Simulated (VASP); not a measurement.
# BiTe (R-3m) in VASP: a series of runs

Runs on BiTe. Level: r2SCAN. Tasks: single point.

All numbers are computed with VASP 6.6.1; they aren't measurements. Logs are shortened: lines on timing, memory, paths and dates and some standing lists are left out, and cuts for length are marked.

### Step 1. The cell of the first run

Symmetry: R-3m, No. 166, trigonal system. Conventional cell: a = 4.747 Å, b = 4.747 Å, c = 9.749 Å, α = 90.00°, β = 90.00°, γ = 120.00°. Within 4.2 Å of Bi (site symmetry -3m) lie 6 Te at 3.19 Å. Within 4.2 Å of Te (site symmetry -3m) lie 6 Bi at 3.19 Å.

### Step 2. Single point, r2SCAN

Contents of POSCAR:

```
BiTe
1.0
    2.3732508797      1.3701970343      3.2495731172
   -2.3732508797      1.3701970343      3.2495731172
    0.0000000000     -2.7403940685      3.2495731172
Bi Te
1 1
Direct
    0.5000000000      0.5000000000      0.5000000000
    0.0000000000      0.0000000000      0.0000000000
```

Contents of INCAR.step1:

```
  PREC = Accurate
  ENCUT = 520
  ISMEAR = -1
  SIGMA = 0.05
  LREAL = False
  LASPH = True
  NELM = 60
  NBANDS = 18
  GGA = PE
  ALGO = Normal
  EDIFF = 1E-4
  LWAVE = True
  LCHARG = False
```

Contents of INCAR.step2:

```
  PREC = Accurate
  ENCUT = 520
  EDIFF = 1E-7
  ISMEAR = -1
  SIGMA = 0.05
  LREAL = False
  LASPH = True
  NELM = 60
  ALGO = Normal
  ISIF = 2
  LWAVE = False
  LCHARG = False
  METAGGA = R2SCAN
  LMIXTAU = True
  NBANDS = 18
  ISTART = 1
```

Contents of KPOINTS:

```
Automatic mesh
0
Gamma
  7 7 7
```

Potentials or basis: VASP PAW PBE potentials, release 64 (Bi_d, Te).

Started as:

```sh
$ cat potpaw_PBE.64/Bi_d/POTCAR potpaw_PBE.64/Te/POTCAR > POTCAR
$ cp INCAR.step1 INCAR
$ mpirun -np 1 vasp_std > vasp.out
$ cp INCAR.step2 INCAR
$ mpirun -np 1 vasp_std > vasp.out
```

OUTCAR:

```text
PREC = Accurate
   ENCUT = 520
   EDIFF = 1E-7
   ISMEAR = -1
   LREAL = False
   LASPH = True
   NELM = 60
   ISIF = 2
   METAGGA = R2SCAN
   ISTART = 1

 ion  position               nearest neighbor table
   1  0.500  0.500  0.500-   2 3.19   2 3.19   2 3.19   2 3.19   2 3.19   2 3.19
   2  0.000  0.000  0.000-   1 3.19   1 3.19   1 3.19   1 3.19   1 3.19   1 3.19

  LATTYP: Found a trigonal (rhomboedric) cell.
 ALAT       =     4.2508216964
 COS(alpha) =     0.3765932224

  Lattice vectors:

 A1 = (   2.3732508797,   1.3701970343,   3.2495731172)
 A2 = (  -2.3732508797,   1.3701970343,   3.2495731172)
 A3 = (   0.0000000000,  -2.7403940685,   3.2495731172)

Analysis of symmetry for initial positions (statically):
=====================================================================
 Subroutine PRICEL returns:
 Original cell was already a primitive cell.

 Routine SETGRP: Setting up the symmetry group for a
 trigonal (rhombohedral) supercell.

 Subroutine GETGRP returns: Found 12 space group operations
 (whereof 12 operations were pure point group operations)
 out of a pool of 12 trial point group operations.

The static configuration has the point symmetry D_3d.

Analysis of symmetry for dynamics (positions and initial velocities):
=====================================================================
 Subroutine PRICEL returns:
 Original cell was already a primitive cell.

 Routine SETGRP: Setting up the symmetry group for a
 trigonal (rhombohedral) supercell.

 Subroutine GETGRP returns: Found 12 space group operations
 (whereof 12 operations were pure point group operations)
 out of a pool of 12 trial point group operations.

The dynamic configuration has the point symmetry D_3d.

 Subroutine INISYM returns: Found 12 space group operations
 (whereof 12 operations are pure point group operations),
 and found     1 'primitive' translations

----------------------------------------------------------------------------------------

                                     Primitive cell

  volume of cell :      63.4022

  direct lattice vectors                    reciprocal lattice vectors
     2.373250880  1.370197034  3.249573117     0.210681477  0.121637007  0.102577576
    -2.373250880  1.370197034  3.249573117    -0.210681477  0.121637007  0.102577576
     0.000000000 -2.740394069  3.249573117     0.000000000 -0.243274015  0.102577576

  length of vectors
     4.250821696  4.250821696  4.250821696     0.264015919  0.264015919  0.264015919

  position of ions in fractional coordinates (direct lattice)
     0.500000000  0.500000000  0.500000000
     0.000000000  0.000000000  0.000000000

  ion indices of the primitive-cell ions
   primitive index   ion index
                 1           1
                 2           2

----------------------------------------------------------------------------------------

 KPOINTS: Automatic mesh

Automatic generation of k-mesh.
 Grid dimensions read from file:
 generate k-points for:    7    7    7

 Generating k-lattice:

  Cartesian coordinates                     Fractional coordinates (reciprocal lattice)
     0.030097354  0.017376715  0.014653939     0.142857143  0.000000000  0.000000000
    -0.030097354  0.017376715  0.014653939     0.000000000  0.142857143  0.000000000
     0.000000000 -0.034753431  0.014653939     0.000000000  0.000000000  0.142857143

  Length of vectors
     0.037716560  0.037716560  0.037716560

  Shift w.r.t. Gamma in fractional coordinates (k-lattice)
     0.000000000  0.000000000  0.000000000

 Subroutine IBZKPT returns following result:
 ===========================================

 Found     44 irreducible k-points:

 Following reciprocal coordinates:
            Coordinates               Weight
  0.000000  0.000000  0.000000      1.000000
  0.142857  0.000000 -0.000000      6.000000
  0.285714  0.000000 -0.000000      6.000000
  0.428571 -0.000000 -0.000000      6.000000
  0.142857  0.142857 -0.000000      6.000000
  0.285714  0.142857  0.000000     12.000000
[... 16 lines left out ...]
  0.285714  0.285714  0.142857      6.000000
  0.428571  0.285714  0.142857     12.000000
 [... further k-points ...]
   k-points           NKPTS =     44   k-points in BZ     NKDIM =     44   number of bands    NBANDS=     18
   number of dos      NEDOS =    301   number of ions     NIONS =      2
   total plane-waves  NPLWV =  32768
   dimension x,y,z NGX =    32 NGY =   32 NGZ =   32
   dimension x,y,z NGXF=    64 NGYF=   64 NGZF=   64
   ions per type =               1   1
   NGX,Y,Z   is equivalent  to a cutoff of  12.51, 12.51, 12.51 a.u.
   NGXF,Y,Z  is equivalent  to a cutoff of  25.03, 25.03, 25.03 a.u.
 SYSTEM =  unknown system
   PREC   = accura    normal or accurate (medium, high low for compatibility)
   ISTART =      1    job   : 0-new  1-cont  2-samecut
   ICHARG =      0    charge: 1-file 2-atom 10-const
   ISPIN  =      1    spin polarized calculation?
   LNONCOLLINEAR =      F non collinear calculations
   LSORBIT =      F    spin-orbit coupling
   LASPH  =      T    aspherical Exc in radial PAW
   ENCUT  =  520.0 eV  38.22 Ry    6.18 a.u.   7.90  7.90  7.90*2*pi/ulx,y,z
   NELM   =     60;   NELMIN=  2; NELMDL=  0     # of ELM steps
   EDIFF  = 0.1E-06   stopping-criterion for ELM
   LREAL  =      F    real-space projection
   EDIFFG = 0.1E-05   stopping-criterion for IOM
   NSW    =      0    number of steps for IOM
   IBRION =     -1    ionic relax: 0-MD 1-quasi-New 2-CG
   NFREE  =      0    steps in history (QN), initial steepest desc. (CG)
   ISIF   =      2    stress and relaxation
   ISYM   =      2    0-nonsym 1-usesym 2-fastsym
   POTIM  = 0.5000    time-step for ionic-motion
   TEBEG  =    0.0;   TEEND  =   0.0 temperature during run
   PSTRESS=    0.0 pullay stress
   NELECT =      21.0000    total number of electrons
   NUPDOWN=      -1.0000    fix difference up-down
   EMIN   =  10.00;   EMAX   =-10.00  energy-range for DOS
   EFERMI =   0.00;   METHOD = LEGACY
   ISMEAR =    -1;   SIGMA  =   0.05  broadening in eV -4-tet -1-fermi 0-gaus
   EFERMI_NEDOS =   21; number of points for ismear=-14 and -15
   IALGO  =     38    algorithm
   IMIX   =      4    mixing-type and parameters
     AMIX     =   0.40;   BMIX     =  1.00
     AMIX_MAG =   1.60;   BMIX_MAG =  1.00
  volume/ion in A,a.u.               =      31.70       213.93
  Fermi-wavevector in a.u.,A,eV,Ry     =   1.132696  2.140484 17.456263  1.282999
  Thomas-Fermi vector in A             =   2.269397
   LORBIT       =      0    0 simple, 1 ext, 2 COOP (PROOUT), +10 PAW based schemes
   METAGGA = R2SCAN    functional components
   LHFCALC =     F    Hartree Fock is set to
   AEXX    =    0.0000 exact exchange contribution
   IVDW    =     0    specifies the selected vdW correction
   LEPSILON=     F    determine dielectric tensor
   LRPA    =     F    only Hartree local field effects (RPA)
 non-spin polarized calculation
  energy-cutoff  :      520.00
  volume of cell :       63.40
 maximum number of plane-waves:      1728
   NGX = 15   NGY = 15   NGZ = 15

 number of electron      21.0000009 magnetization

 Free energy of the ion-electron system (eV)
  ---------------------------------------------------
  ext. energy  EPLUGINS =         0.00000000
  ---------------------------------------------------
  free energy    TOTEN  =       -83.99795541 eV

  energy without entropy =      -83.98523180  energy(sigma->0) =      -83.99159360

 E-fermi :   7.4217     XC(G=0): -10.3363

 val. band max:        7.3945700432   @ k =   0.2857   0.2857   0.2857
 cond. band min:       7.4413581543   @ k =  -0.4286   0.2857   0.2857
 fundamental gap:      0.0467881111
 Fermi energy:         7.4216820297

 k-point     1 :       0.0000    0.0000    0.0000
  band No.  band energies     occupation
      1     -16.6334      2.00000
      2     -16.6334      2.00000
      3     -16.6137      2.00000
      4     -16.6137      2.00000
      5     -16.5887      2.00000
      6      -7.1719      2.00000
[... 10 lines left out ...]
     17      14.6653      0.00000
     18      14.6658      0.00000

 k-point     2 :       0.1429    0.0000   -0.0000
  band No.  band energies     occupation
      1     -16.6336      2.00000
      2     -16.6331      2.00000
      3     -16.6151      2.00000
      4     -16.6117      2.00000
      5     -16.5881      2.00000
      6      -6.9734      2.00000
[... 10 lines left out ...]
     17      15.4530      0.00000
     18      15.7841      0.00000

 k-point     3 :       0.2857    0.0000   -0.0000
  band No.  band energies     occupation
      1     -16.6344      2.00000
      2     -16.6330      2.00000
      3     -16.6177      2.00000
      4     -16.6074      2.00000
      5     -16.5861      2.00000
      6      -6.3861      2.00000
[... 10 lines left out ...]
     17      16.9702      0.00000
     18      17.6383      0.00000

 k-point     4 :       0.4286   -0.0000   -0.0000
  band No.  band energies     occupation
      1     -16.6354      2.00000
      2     -16.6338      2.00000
      3     -16.6188      2.00000
      4     -16.6048      2.00000
      5     -16.5834      2.00000
      6      -5.4446      2.00000
[... 10 lines left out ...]
     17      16.4802      0.00000
     18      17.9002      0.00000

 k-point     5 :       0.1429    0.1429   -0.0000
  band No.  band energies     occupation
      1     -16.6354      2.00000
      2     -16.6323      2.00000
      3     -16.6148      2.00000
      4     -16.6097      2.00000
      5     -16.5883      2.00000
      6      -6.8924      2.00000
[... 10 lines left out ...]
     17      14.9377      0.00000
     18      15.0020      0.00000

 k-point     6 :       0.2857    0.1429    0.0000
  band No.  band energies     occupation
      1     -16.6374      2.00000
      2     -16.6320      2.00000
      3     -16.6164      2.00000
      4     -16.6053      2.00000
      5     -16.5868      2.00000
      6      -6.4288      2.00000
[... 307 lines left out ...]
 k-point    21 :      -0.2857    0.1429    0.1429
  band No.  band energies     occupation
      1     -16.6378      2.00000
      2     -16.6315      2.00000
      3     -16.6132      2.00000
      4     -16.6079      2.00000
      5     -16.5859      2.00000
      6      -5.6912      2.00000
[... 10 lines left out ...]
     17      16.4335      0.00000
     18      16.4971      0.00000

 k-point    22 :      -0.1429    0.1429    0.1429
  band No.  band energies     occupation
      1     -16.6367      2.00000
      2     -16.6306      2.00000
      3     -16.6135      2.00000
      4     -16.6112      2.00000
      5     -16.5870      2.00000
      6      -6.4757      2.00000
[... 10 lines left out ...]
     17      15.7906      0.00000
     18      15.9095      0.00000

 k-point    23 :       0.2857    0.2857    0.1429
  band No.  band energies     occupation
      1     -16.6401      2.00000
      2     -16.6347      2.00000
      3     -16.6107      2.00000
      4     -16.6004      2.00000
      5     -16.5890      2.00000
      6      -6.3320      2.00000
[... 10 lines left out ...]
     17      17.0080      0.00000
     18      17.1599      0.00000

 k-point    24 :       0.4286    0.2857    0.1429
  band No.  band energies     occupation
      1     -16.6424      2.00000
      2     -16.6346      2.00000
      3     -16.6113      2.00000
      4     -16.5973      2.00000
      5     -16.5870      2.00000
      6      -5.7603      2.00000
[... 10 lines left out ...]
     17      17.1577      0.00000
     18      18.6354      0.00000

 [... further k-points ...]
[... 5 lines left out ...]
  --------------------------------------------------------------------------------------
  -------------------------------------------------------------------------------------
  Total        1.2395949      1.2395949      0.9239222      0.0000000      0.0000000      0.0000000
  in kB       31.3246418     31.3246418     23.3475723      0.0000000      0.0000000      0.0000000
  external PRESSURE =      28.6656186 kB  Pullay stress =       0.0000000 kB

 VOLUME and BASIS-vectors are now :
 -----------------------------------------------------------------------------
  energy-cutoff  :      520.00
  volume of cell :       63.40
      direct lattice vectors                 reciprocal lattice vectors
     2.373250880  1.370197034  3.249573117     0.210681477  0.121637007  0.102577576
    -2.373250880  1.370197034  3.249573117    -0.210681477  0.121637007  0.102577576
     0.000000000 -2.740394069  3.249573117     0.000000000 -0.243274015  0.102577576

 POSITION                                       TOTAL-FORCE (eV/Angst)
 -----------------------------------------------------------------------------------
      0.00000      0.00000      4.87436        -0.000000      0.000000      0.000000
      0.00000      0.00000      0.00000         0.000000     -0.000000     -0.000000
 -----------------------------------------------------------------------------------
    total drift:                               -0.000000      0.000000     -0.000000

  FREE ENERGIE OF THE ION-ELECTRON SYSTEM (eV)
  ---------------------------------------------------
  free  energy   TOTEN  =       -83.9979554122 eV

  energy  without entropy=      -83.9852317969  energy(sigma->0) =      -83.99159360
```

Run time: 81 s. Hardware: 1 thread of Intel Xeon Platinum 8488C (Sapphire Rapids), shared host; peak memory 0.21 GiB.

What came out:

```yaml
Free_energy: -83.9980 eV
Pressure: 2.9 GPa
```

Caveat: the PAW data sets were made with another functional, which shifts forces and pressure a little; spin-orbit coupling is left out, which moves the levels of the heavy elements.

### Step 3. Single point, r2SCAN

This run uses another cell than the first one, of 33.05 Å³/atom, 1.043 times its volume.

Contents of POSCAR:

```
BiTe
1.0
    2.4064474992      1.3893631114      3.2950275793
   -2.4064474992      1.3893631114      3.2950275793
    0.0000000000     -2.7787262229      3.2950275793
Bi Te
1 1
Direct
    0.5000000000      0.5000000000      0.5000000000
    0.0000000000      0.0000000000      0.0000000000
```

Contents of INCAR.step1:

```
SYSTEM = BiTe
ALGO = Normal
EDIFF = 1E-4
ENCUT = 520
GGA = PE
ISMEAR = -1
LASPH = .True.
LCHARG = .False.
LREAL = .False.
LWAVE = .True.
NBANDS = 18
NELM = 60
PREC = Accurate
SIGMA = 0.05
```

Contents of INCAR.step2:

```
SYSTEM = BiTe
ALGO = Normal
EDIFF = 1E-6
ENCUT = 520
ISIF = 2
ISMEAR = -1
ISTART = 1
LASPH = .True.
LCHARG = .True.
LELF = .True.
LMIXTAU = .True.
LREAL = .False.
LVHAR = .True.
LWAVE = .False.
METAGGA = R2SCAN
NBANDS = 18
NELM = 60
PREC = Accurate
SIGMA = 0.05
```

Contents of KPOINTS:

```
k-points
0
Gamma
  7 7 7
  0 0 0
```

Potentials or basis: VASP PAW PBE potentials, release 64 (Bi_d, Te).

Started as:

```sh
$ cat potpaw_PBE.64/Bi_d/POTCAR potpaw_PBE.64/Te/POTCAR > POTCAR
$ cp INCAR.step1 INCAR
$ mpirun -np 1 vasp_std > vasp.out
$ cp INCAR.step2 INCAR
$ mpirun -np 1 vasp_std > vasp.out
```

Run time: 77 s. Hardware: 1 thread of Intel Xeon Platinum 8488C (Sapphire Rapids), shared host; peak memory 0.21 GiB.

It converged, with:

| Item | Value |
| --- | --- |
| Free energy | -84.0255 eV |
| Pressure | 0.4 GPa |

Stress tensor (GPa, compression positive):
```
0.45 0.00 0.00
0.00 0.45 0.00
0.00 0.00 0.32
```

Levels at points of the mesh, in eV from the Fermi level:
| k point | band 8 | band 9 | band 10 | band 11 | band 12 | band 13 |
| --- | --- | --- | --- | --- | --- | --- |
| (0.00, 0.00, 0.00) | -3.26 | -3.26 | -1.88 | 1.92 | 2.68 | 2.68 |

Caveat: the PAW data sets were made with another functional, which shifts forces and pressure a little; spin-orbit coupling is left out, which moves the levels of the heavy elements.
